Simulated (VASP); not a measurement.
# Cr (Fm-3m) in VASP: further runs, part 2 of 2

VASP 6.6.1.

## 4. Single point, PBE, collinear spin, ferromagnetic start

This run uses another cell than the first one, of 11.88 Å³/atom, 0.926 times its volume.

Contents of INCAR:

```
ALGO = Normal
EDIFF = 1E-6
ENCUT = 520
GGA = PE
ISIF = 2
ISMEAR = -1
ISPIN = 2
LASPH = True
LCHARG = False
LMAXMIX = 4
LORBIT = 11
LREAL = False
LWAVE = False
MAGMOM = 1.5
NBANDS = 16
NELM = 150
PREC = Accurate
SIGMA = 0.05
```

Contents of KPOINTS:

```
k-points
0
Gamma
  24 24 24
```

Contents of POSCAR:

```
Cr
1.0
    0.0000000000      1.8112104539      1.8112104539
    1.8112104539      0.0000000000      1.8112104539
    1.8112104539      1.8112104539      0.0000000000
Cr
1
Direct
    0.0000000000      0.0000000000      0.0000000000
```

Potentials or basis: VASP PAW PBE potentials, release 64 (Cr_pv).

Command:

```bash
> cat potpaw_PBE.64/Cr_pv/POTCAR > POTCAR
> mpirun -np 1 vasp_std > vasp.out
```

OUTCAR:

```text
EDIFF = 1E-6
   ENCUT = 520
   GGA = PE
   ISIF = 2
   ISMEAR = -1
   ISPIN = 2
   LASPH = True
   LORBIT = 11
   LREAL = False
   NELM = 150
   PREC = Accurate

 ion  position               nearest neighbor table
   1  0.000  0.000  0.000-

  LATTYP: Found a face centered cubic cell.
 ALAT       =     3.6224209078

  Lattice vectors:

 A1 = (   0.0000000000,   1.8112104539,   1.8112104539)
 A2 = (   1.8112104539,   0.0000000000,   1.8112104539)
 A3 = (   1.8112104539,   1.8112104539,   0.0000000000)

Analysis of symmetry for initial positions (statically):
=====================================================================
 Subroutine PRICEL returns:
 Original cell was already a primitive cell.

 Routine SETGRP: Setting up the symmetry group for a
 face centered cubic supercell.

 Subroutine GETGRP returns: Found 48 space group operations
[... 9 lines left out ...]

 Routine SETGRP: Setting up the symmetry group for a
 face centered cubic supercell.

 Subroutine GETGRP returns: Found 48 space group operations
 (whereof 48 operations were pure point group operations)
 out of a pool of 48 trial point group operations.

The dynamic configuration has the point symmetry O_h .

Analysis of structural, dynamic, and magnetic symmetry:
=====================================================================
 Subroutine PRICEL returns:
 Original cell was already a primitive cell.

 Routine SETGRP: Setting up the symmetry group for a
 face centered cubic supercell.

 Subroutine GETGRP returns: Found 48 space group operations
 (whereof 48 operations were pure point group operations)
 out of a pool of 48 trial point group operations.

The overall configuration has the point symmetry O_h .

 Subroutine INISYM returns: Found 48 space group operations
[... 5 lines left out ...]
                                     Primitive cell

  volume of cell :      11.8833

  direct lattice vectors                    reciprocal lattice vectors
     0.000000000  1.811210454  1.811210454    -0.276058477  0.276058477  0.276058477
[... 110 lines left out ...]
   LHFCALC =     F    Hartree Fock is set to
   AEXX    =    0.0000 exact exchange contribution
   IVDW    =     0    specifies the selected vdW correction
   LEPSILON=     F    determine dielectric tensor
   LRPA    =     F    only Hartree local field effects (RPA)
 spin polarized calculation
  energy-cutoff  :      520.00
  volume of cell :       11.88
 maximum number of plane-waves:       332
   NGX =  9   NGY =  9   NGZ =  9

 number of electron      12.0000010 magnetization       0.0016644

 Free energy of the ion-electron system (eV)
  ---------------------------------------------------
  ext. energy  EPLUGINS =         0.00000000
  ---------------------------------------------------
  free energy    TOTEN  =        -9.13034317 eV

  energy without entropy =       -9.11501035  energy(sigma->0) =       -9.12267676

 E-fermi :  10.3229     XC(G=0): -13.4951

 val. band max:       10.3212239341   @ k =  -0.3333   0.1667   0.0417
 cond. band min:      10.3236199512   @ k =   0.4583   0.2917   0.0000
 fundamental gap:      0.0023960171
 Fermi energy:        10.3229243473

 spin component 1

 k-point     1 :       0.0000    0.0000    0.0000
  band No.  band energies     occupation
      1     -32.0445      1.00000
      2     -32.0445      1.00000
      3     -32.0445      1.00000
      4       2.8267      1.00000
      5       9.8987      0.99979
      6       9.8987      0.99979
[... 435 lines left out ...]
      5       9.7352      0.99999
      6       9.8547      0.99991
[... 8 lines left out ...]
     15      38.3718      0.00000
     16      38.7005      0.00000

 [... further k-points ...]

 spin component 2

 k-point     1 :       0.0000    0.0000    0.0000
  band No.  band energies     occupation
      1     -32.0427      1.00000
      2     -32.0427      1.00000
      3     -32.0427      1.00000
      4       2.8272      1.00000
      5       9.9002      0.99979
      6       9.9002      0.99979
[... 435 lines left out ...]
      5       9.7366      0.99999
      6       9.8561      0.99991
[... 8 lines left out ...]
     15      38.3726      0.00000
     16      38.7013      0.00000

 [... further k-points ...]
[... 5 lines left out ...]
  --------------------------------------------------------------------------------------
  -------------------------------------------------------------------------------------
  Total       -0.0319265     -0.0319265     -0.0319265     -0.0000000     -0.0000000     -0.0000000
  in kB       -4.3045290     -4.3045290     -4.3045290     -0.0000000     -0.0000000     -0.0000000
  external PRESSURE =      -4.3045290 kB  Pullay stress =       0.0000000 kB

 VOLUME and BASIS-vectors are now :
 -----------------------------------------------------------------------------
  energy-cutoff  :      520.00
  volume of cell :       11.88
      direct lattice vectors                 reciprocal lattice vectors
     0.000000000  1.811210454  1.811210454    -0.276058477  0.276058477  0.276058477
     1.811210454  0.000000000  1.811210454     0.276058477 -0.276058477  0.276058477
     1.811210454  1.811210454  0.000000000     0.276058477  0.276058477 -0.276058477

 POSITION                                       TOTAL-FORCE (eV/Angst)
 -----------------------------------------------------------------------------------
      0.00000      0.00000      0.00000        -0.000000     -0.000000      0.000000
 -----------------------------------------------------------------------------------
    total drift:                                0.000000      0.000000      0.000000

  FREE ENERGIE OF THE ION-ELECTRON SYSTEM (eV)
  ---------------------------------------------------
  free  energy   TOTEN  =        -9.1303431716 eV

  energy  without entropy=       -9.1150103470  energy(sigma->0) =       -9.12267676

 total charge

# of ion       s       p       d       tot
------------------------------------------
    1        0.441   6.374   4.197  11.011

 magnetization (x)

# of ion       s       p       d       tot
------------------------------------------
    1        0.000   0.000   0.001   0.001
```

OSZICAR:

```text
N       E                     dE             d eps       ncg     rms          rms(c)
DAV:   1     0.800445643007E+02    0.80045E+02   -0.61744E+03 27088   0.849E+02
DAV:   2    -0.899939924971E+01   -0.89044E+02   -0.84819E+02 28728   0.246E+02
DAV:   3    -0.104896853531E+02   -0.14903E+01   -0.14874E+01 29968   0.349E+01
DAV:   4    -0.104950085171E+02   -0.53232E-02   -0.53230E-02 31264   0.208E+00
DAV:   5    -0.104950488027E+02   -0.40286E-04   -0.40285E-04 30616   0.162E-01    0.131E+01
DAV:   6    -0.913938118519E+01    0.13557E+01   -0.21162E+00 27000   0.258E+01    0.240E+00
DAV:   7    -0.913522095058E+01    0.41602E-02   -0.56231E-02 28152   0.263E+00    0.146E+00
DAV:   8    -0.913189986546E+01    0.33211E-02   -0.21541E-03 31840   0.630E-01    0.816E-01
DAV:   9    -0.913019900398E+01    0.17009E-02   -0.13549E-03 29624   0.466E-01    0.121E-01
DAV:  10    -0.913032641636E+01   -0.12741E-03   -0.25339E-04 29320   0.147E-01    0.495E-02
DAV:  11    -0.913033872467E+01   -0.12308E-04   -0.99720E-06 31416   0.271E-02    0.278E-02
DAV:  12    -0.913034291499E+01   -0.41903E-05   -0.32748E-06 27792   0.274E-02    0.527E-03
DAV:  13    -0.913034317161E+01   -0.25661E-06   -0.66033E-07 17976   0.766E-03
   1 F= -.91303432E+01 E0= -.91226768E+01  d E =-.153328E-01  mag=     0.0004
```

Wall time 70 s (1 thread of Intel Xeon Platinum 8559C (Emerald Rapids), shared host); peak memory 0.22 GiB.

What came out:

```
Free energy                                           : -9.1303 eV
Pressure                                              : -0.4 GPa
Band gap on the k mesh                                : zero (filled and empty bands overlap)
Net moment                                            : 0.00 μB per cell
Valence electrons inside the program's atomic spheres : Cr 11.01
```

Caveat: the starting moments collapsed, and a magnetic state may lie lower.
